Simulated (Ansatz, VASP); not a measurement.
Given: the input of a run of Ansatz 0.2.0 on AlN.

The input input.yaml:

```yaml
crystal:
  lattice:
    - [0.0, 2.1984575146, 2.1984575146]
    - [2.1984575146, 0.0, 2.1984575146]
    - [2.1984575146, 2.1984575146, 0.0]
  atoms:
    - { symbol: Al, position: [0.0, 0.0, 0.0] }
    - { symbol: "N", position: [0.25, 0.25, 0.25] }
hamiltonian:
  xc: blyp
  pseudopotentials: { kind: paw }
kpoints:
  mp_grid: { grid: [10, 10, 10] }
scf:
  occupations: { method: fermi_dirac, width: 0.05 }
output:
  forces: true
  stress: true
  eigenvalues: true
```

Potentials or basis: Ansatz PAW.

Launch:

```sh
$ ansatz run input.yaml --threads 2 --pin off --max-ram 5120MiB --backend cpu --events-out ev --progress --plain --runs-dir out
```

Question: Set up the same calculation for VASP 6.6.1. Potentials there: VASP PAW PBE potentials, release 64 (Al, N).

Answer: As run (the cutoff follows the program's own potentials):

The input INCAR:

```
PREC = Accurate ; ENCUT = 520
EDIFF = 1E-6 ; ISMEAR = -1
SIGMA = 0.05 ; LREAL = F
LASPH = T ; NELM = 60
ALGO = Normal ; ISIF = 2
LWAVE = F ; LCHARG = T
GGA = B5 ; ALDAX = 1.0
AGGAX = 1.0 ; AGGAC = 1.0
ALDAC = 0.0 ; LELF = T
LVHAR = T ; NBANDS = 11
```

Contents of KPOINTS:

```
regular mesh
0
Gamma
  10 10 10
```

The input POSCAR:

```
AlN
1.0
    0.0000000000      2.1984575146      2.1984575146
    2.1984575146      0.0000000000      2.1984575146
    2.1984575146      2.1984575146      0.0000000000
Al N
1 1
Direct
    0.0000000000      0.0000000000      0.0000000000
    0.2500000000      0.2500000000      0.2500000000
```

Potentials or basis: VASP PAW PBE potentials, release 64 (Al, N).

The run is started by

```bash
$ cat potpaw_PBE.64/Al/POTCAR potpaw_PBE.64/N/POTCAR > POTCAR
$ mpirun -np 1 vasp_std > vasp.out
```

Both were run:

|  | VASP | Ansatz | Ansatz less VASP |
| --- | --- | --- | --- |
| gap on the k mesh at the Fermi level (eV) | 3.66 | 3.67 | +0.016 |
| least direct gap on the mesh (eV) | 4.30 | 4.31 | +0.007 |
| pressure (GPa) | 4.1 | 3.7 | -0.44 |

VASP's potentials were made for PBE, not for BLYP.
